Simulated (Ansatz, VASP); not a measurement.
## One calculation of Cu, two programs

Contents of INCAR:

```
SYSTEM = Cu
  PREC = Accurate
  ENCUT = 520
  EDIFF = 1E-6
  ISMEAR = 0
  SIGMA = 0.15
  LREAL = .FALSE.
  LASPH = .TRUE.
  NELM = 80
  ALGO = Fast
  ISIF = 2
  LWAVE = .FALSE.
  LCHARG = .TRUE.
  GGA = PE
  LELF = .TRUE.
  LVHAR = .TRUE.
  NBANDS = 18
```

File KPOINTS:

```
Automatic mesh
0
G
  21 21 10
  0 0 0
```

The input POSCAR:

```
Cu
1.0
    2.5672412656      0.0000000000      0.0000000000
   -1.2836206328      2.2232961536      0.0000000000
    0.0000000000      0.0000000000      4.1920560930
Cu
2
Direct
    0.2991498532      0.5982997063      0.2500000000
    0.7008501468      0.4017002937      0.7500000000
```

Input for Ansatz:

```yaml
crystal:
  lattice:
    - [2.5672412656, 0.0, 0.0]
    - [-1.2836206328, 2.2232961536, 0.0]
    - [0.0, 0.0, 4.192056093]
  atoms:
    - { symbol: Cu, position: [0.2991498532, 0.5982997063, 0.25] }
    - { symbol: Cu, position: [0.7008501468, 0.4017002937, 0.75] }
basis:
  ecutwfc: 520.0
kpoints:
  mp_grid: { grid: [21, 21, 10] }
hamiltonian:
  xc: pbe
  pseudopotentials: { kind: paw, azcp: { folder: soft_1 } }
scf:
  occupations: { method: gaussian, width: 0.15 }
output:
  forces: true
  stress: true
  eigenvalues: true
  write_density: true
  write_potential: true
  elf: true
  volumetric_format: npy
```

Change from the starting cell: mode 5 frozen in at -0.152 Å and mode 6 at +0.000 Å (largest displacements).

Alike in both runs: task single point; functional PBE; k mesh 21 × 21 × 10; occupations gaussian, width 0.15 eV; no spin polarisation.

|  | VASP | Ansatz |
| --- | --- | --- |
| version | VASP 6.6.1 | Ansatz 0.2.0 |
| potentials or method | VASP PAW PBE potentials, release 64 (Cu), cutoff 520 eV | scalar-relativistic, plane waves, PAW |
| valence electrons in the cell | 22 | 38 |

Ansatz gave:

```
gap on the k mesh at the Fermi level (eV)                     : none
pressure (GPa)                                                : 0.7
traceless stress, the component that is largest in VASP (GPa) : -4.57
rms of the force components (eV/Å)                            : 0.124
```

Problem. What did VASP give for the same quantities?

Solution. gap on the k mesh at the Fermi level (eV): none; pressure (GPa): 2.2; traceless stress, the component that is largest in VASP (GPa): -4.59; rms of the force components (eV/Å): 0.124.

Atom by atom the forces differ by 0.000 eV/Å (rms over components). A gap of «none» marks a metal or a gap that the smearing closes. VASP's potentials hold 22 valence electrons a cell and Ansatz's 38, so a difference there can come from the potentials and not from the codes.
